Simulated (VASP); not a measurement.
A run of VASP 6.6.1 is set up as follows.

The input INCAR:

```
SYSTEM = AlGa3N4
PREC = Accurate ; ENCUT = 520
EDIFF = 1E-6 ; ISMEAR = 0
SIGMA = 0.05 ; LREAL = Auto
LASPH = .True. ; NELM = 60
ALGO = Normal ; ISIF = 2
LWAVE = .False. ; LCHARG = .False.
GGA = PS ; NBANDS = 76
```

KPOINTS

```
Automatic mesh
0
Gamma
  6 6 3
  0 0 0
```

The input POSCAR:

```
AlGa3N4
1.0
    0.0000000000     -4.4676279353      0.0000000000
    0.0000000000      0.0000000000     -4.4676279353
    8.9352558707     -0.7447535768     -0.7447535768
Al Ga N
2 6 8
Direct
    0.8643478750      0.8643478750      0.8137500000
    0.9476978750      0.9476978750      0.3137500000
    0.4893728750      0.9893728750      0.0637500000
    0.4060228750      0.9060228750      0.5637500000
    0.9893728750      0.4893728750      0.0637500000
    0.9060228750      0.4060228750      0.5637500000
    0.3643478750      0.3643478750      0.8137500000
    0.4476978750      0.4476978750      0.3137500000
    0.2130851274      0.7231469682      0.1912654602
    0.1297351274      0.6397969682      0.6912654602
    0.7231469682      0.2130851274      0.1912654602
    0.6397969682      0.1297351274      0.6912654602
    0.0888987818      0.0888987818      0.9362345398
    0.1722487818      0.1722487818      0.4362345398
    0.5989606226      0.5989606226      0.9362345398
    0.6823106226      0.6823106226      0.4362345398
```

Potentials or basis: VASP PAW PBE potentials, release 64 (Al, Ga_d, N).

Launch:

```console
$ cat potpaw_PBE.64/Al/POTCAR potpaw_PBE.64/Ga_d/POTCAR potpaw_PBE.64/N/POTCAR > POTCAR
$ mpirun -np 1 vasp_std > vasp.out
```

(1) Predict the band gap on the k mesh.

(2) Estimate the pressure.

## Answers

(1) 0.87 eV (least direct gap 1.02 eV).

(2) -1.8 GPa.

Caveat: the cell differs from its parent crystal (the part above a cut slid along it); the stress differs along the axes, from -5 to 5 GPa; the PAW data sets were made with another functional, which shifts forces and pressure a little.
